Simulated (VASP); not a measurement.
Input of a VASP 6.6.1 run:

File INCAR:

```
SYSTEM = InAs
PREC     = Accurate       ! precision mode
ENCUT    = 500            ! plane-wave cutoff, eV
EDIFF    = 1E-6           ! SCF threshold, eV
ISMEAR   = 0              ! smearing method
SIGMA    = 0.15           ! smearing width, eV
LREAL    = .FALSE.        ! projectors in reciprocal space
LASPH    = .TRUE.         ! aspherical terms in the spheres
NELM     = 120            ! most SCF steps
ALGO     = Normal         ! electronic algorithm
ISIF     = 2              ! what is computed and relaxed
LWAVE    = .FALSE.        ! write WAVECAR
LCHARG   = .FALSE.        ! write CHGCAR
NBANDS   = 16             ! bands
GGA_COMPAT= .FALSE.
```

File KPOINTS:

```
regular mesh
0
G
  14 14 14
  0 0 0
```

File POSCAR:

```
InAs
1.0
    0.0000000000      2.8711169296      2.8711169296
    2.8711169296      0.0000000000      2.8711169296
    2.8711169296      2.8711169296      0.0000000000
In As
1 1
Direct
    0.4888182119      0.5111817881      0.5111817881
    0.0171361882     -0.0171361882     -0.0171361882
```

Potentials or basis: VASP PAW LDA potentials, release 64 (In_d, As).

Launch:

```console
$ cat potpaw_LDA.64/In_d/POTCAR potpaw_LDA.64/As/POTCAR > POTCAR
$ mpirun -np 1 vasp_std > vasp.out
```

Q: Predict the pressure.

A: -4.1 GPa.

Q: Estimate the band gap on the k mesh.

A: Zero (band 9 reaches 6.22 eV, above the bottom of band 10 at 3.58 eV).

Q: What does it give for the largest force?

A: 0.312 eV/Å.

Stress tensor (GPa, compression positive):
```
-2.42  0.00  0.00
 0.00 -4.90  0.00
 0.00  0.00 -4.90
```

Caveat: spin-orbit coupling is left out, which moves the levels of the heavy elements.
